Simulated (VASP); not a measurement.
# Na (P6_3/mmc) in VASP: further runs, part 2 of 2

VASP 6.6.1. Earlier steps stand in the parts before.

### 4 Single point, RPBE (volume scaled by 1.04)

INCAR reads:

```
SYSTEM = Na
PREC = Accurate ; ENCUT = 520
EDIFF = 1E-6 ; ISMEAR = -1
SIGMA = 0.1 ; LREAL = .FALSE.
LASPH = .TRUE. ; NELM = 60
ALGO = Normal ; ISIF = 2
LWAVE = .FALSE. ; LCHARG = .FALSE.
GGA = RP ; NBANDS = 22
```

KPOINTS reads:

```
Automatic mesh
0
G
  11 11 3
  0 0 0
```

POSCAR reads:

```
Na
1.0
    3.8790841463      0.0000000000      0.0000000000
   -1.9395420731      3.3593854141      0.0000000000
    0.0000000000      0.0000000000     12.6123183350
Na
4
Direct
    0.0000000000      0.0000000000      1.0000000000
    0.0000000000      0.0000000000      0.5000000000
    0.3333333333      0.6666666667      0.2500000000
    0.6666666667      0.3333333333      0.7500000000
```

Potentials or basis: VASP PAW PBE potentials, release 64 (Na_pv).

The run is started by

```
$ cat potpaw_PBE.64/Na_pv/POTCAR > POTCAR
$ mpirun -np 1 vasp_std > vasp.out
```

OUTCAR:

```text
SYSTEM = Na
   PREC = Accurate
   ENCUT = 520
   EDIFF = 1E-6
   ISMEAR = -1
   LREAL = .FALSE.
   LASPH = .TRUE.
   NELM = 60
   ISIF = 2
   GGA = RP

 ion  position               nearest neighbor table
   1  0.000  0.000  0.000-
   2  0.000  0.000  0.500-
   3  0.333  0.667  0.250-
   4  0.667  0.333  0.750-

  LATTYP: Found a hexagonal cell.
 ALAT       =     3.8790841463
 C/A-ratio  =     3.2513649767

  Lattice vectors:

 A1 = (   3.8790841463,   0.0000000000,   0.0000000000)
 A2 = (  -1.9395420731,   3.3593854141,   0.0000000000)
 A3 = (   0.0000000000,   0.0000000000,  12.6123183350)

Analysis of symmetry for initial positions (statically):
=====================================================================
 Subroutine PRICEL returns:
 Original cell was already a primitive cell.

 Routine SETGRP: Setting up the symmetry group for a
 hexagonal supercell.

 Subroutine GETGRP returns: Found 24 space group operations
 (whereof 12 operations were pure point group operations)
[... 163 lines left out ...]
  ---------------------------------------------------
  ext. energy  EPLUGINS =         0.00000000
  ---------------------------------------------------
  free energy    TOTEN  =        -4.80602667 eV

  energy without entropy =       -4.73155851  energy(sigma->0) =       -4.76879259

 E-fermi :   0.1671     XC(G=0):  -6.1336

 val. band max:        0.1647896783   @ k =   0.1818   0.0000   0.3333
 cond. band min:       0.1779094561   @ k =   0.2727   0.2727   0.3333
 fundamental gap:      0.0131197778
 Fermi energy:         0.1671169285

 k-point     1 :       0.0000    0.0000    0.0000
  band No.  band energies     occupation
      1     -24.8440      2.00000
      2     -24.8324      2.00000
      3     -24.8319      2.00000
      4     -24.8238      2.00000
      5     -24.8238      2.00000
      6     -24.8221      2.00000
[... 589 lines left out ...]
     21       6.2011      0.00000
     22       6.3518      0.00000

 [... further k-points ...]
[... 5 lines left out ...]
  --------------------------------------------------------------------------------------
  -------------------------------------------------------------------------------------
  Total       -0.2939128     -0.2939128     -0.1350731     -0.0000000     -0.0000000      0.0000000
  in kB       -2.8651348     -2.8651348     -1.3167260     -0.0000000     -0.0000000      0.0000000
  external PRESSURE =      -2.3489985 kB  Pullay stress =       0.0000000 kB

 VOLUME and BASIS-vectors are now :
 -----------------------------------------------------------------------------
  energy-cutoff  :      520.00
  volume of cell :      164.36
      direct lattice vectors                 reciprocal lattice vectors
     3.879084146  0.000000000  0.000000000     0.257792809  0.148836748  0.000000000
    -1.939542073  3.359385414  0.000000000     0.000000000  0.297673496  0.000000000
     0.000000000  0.000000000 12.612318335     0.000000000  0.000000000  0.079287564

 POSITION                                       TOTAL-FORCE (eV/Angst)
 -----------------------------------------------------------------------------------
      0.00000      0.00000      0.00000        -0.000000      0.000000      0.000000
      0.00000      0.00000      6.30616        -0.000000      0.000000      0.000000
     -0.00000      2.23959      3.15308        -0.000000      0.000000      0.000000
      1.93954      1.11980      9.45924         0.000000     -0.000000     -0.000000
 -----------------------------------------------------------------------------------
    total drift:                               -0.000000      0.000000      0.000000

  FREE ENERGIE OF THE ION-ELECTRON SYSTEM (eV)
  ---------------------------------------------------
  free  energy   TOTEN  =        -4.8060266705 eV

  energy  without entropy=       -4.7315585073  energy(sigma->0) =       -4.76879259
```

stdout:

```text
POSCAR found type information on POSCAR Na
 POSCAR found :  1 types and       4 ions
 scaLAPACK will be used
 -----------------------------------------------------------------------------
|                                                                             |
|                                                                             |
|     You enforced a specific xc type in the INCAR file but a different       |
|     I HOPE YOU KNOW WHAT YOU ARE DOING!                                     |
|                                                                             |
 -----------------------------------------------------------------------------

 LDA part: xc-table for (Slater+PW92), standard interpolation
 POSCAR, INCAR and KPOINTS ok, starting setup
 FFT: planning ... GRIDC
 FFT: planning ... GRID_SOFT
 FFT: planning ... GRID
 WAVECAR not read
 entering main loop
```

It took 2.1 min on 1 thread of AMD EPYC 7R13 (Zen 3), shared host; peak memory 0.26 GiB.

What came out:

```
Free energy            : -4.8060 eV
Pressure               : -0.2 GPa
Band gap on the k mesh : zero (band 14 reaches 1.25 eV, above the bottom of band 15 at -1.94 eV)
```

Stress tensor (GPa, compression positive):
```
-0.29  0.00  0.00
 0.00 -0.29  0.00
 0.00  0.00 -0.13
```

Levels at points of the mesh, in eV from the Fermi level:
```
           k point  band 12  band 13  band 14  band 15  band 16  band 17  band 18  band 19
(0.00, 0.00, 0.00)   -24.99    -3.08    -2.11    -2.11     0.53     0.90     5.22     5.23
```

Caveat: the PAW data sets were made with another functional, which shifts forces and pressure a little.

### 5 Overview

| cell | gap on the mesh (eV) | pressure (GPa) |
| --- | --- | --- |
| a = 3.777, b = 3.777, c = 12.280 Å, angles 90.0, 90.0, 120.0°, 4 atoms | none | 0.3 |
| a = 3.829, b = 3.829, c = 12.449 Å, angles 90.0, 90.0, 120.0°, 4 atoms | none | 0.0 |
| a = 3.879, b = 3.879, c = 12.612 Å, angles 90.0, 90.0, 120.0°, 4 atoms | none | -0.2 |

Alike in all rows: task single point; level RPBE; potentials or basis VASP PAW PBE potentials, release 64 (Na_pv); no spin polarisation; k mesh 11 × 11 × 3; cutoff (eV) 520; smearing fermi-dirac 0.1 eV.

Caveats: the PAW data sets were made with another functional, which shifts forces and pressure a little.

Absolute energies hang on the potentials; compare differences alone.
